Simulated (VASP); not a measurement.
The system is LiCl.

```
Li Cl
1.0
     3.89418    0.00000    0.00000
    -1.94709    3.37246    0.00000
     0.00000    0.00000    6.22446
Li Cl
2 2
Cartesian
  0.0000 2.2483 -0.0195
  1.9471 1.1242 3.0928
  0.0000 2.2483 2.3536
  1.9471 1.1242 5.4659
```

Base run:

* Program: VASP 6.6.1
* Functional: PBE
* Potentials or basis: VASP PAW PBE potentials, release 64 (Li_sv, Cl)
* Cutoff: 520 eV
* k mesh: 6 × 6 × 4
* Occupations: gaussian, width 0.01 eV
* Spin: no spin polarisation

Its results: band gap on the k mesh 6.03 eV, direct.

The run is repeated on the same cell with these changes: functional from PBE to r2SCAN; further incar settings from ALGO = Normal; EDIFF = 1e-06; NBANDS = 18 to ALGO = Normal; EDIFF = 1e-07; NBANDS = 18. What comes out?

Band gap on the k mesh 6.74 eV, direct.

A k mesh can miss the band edges.
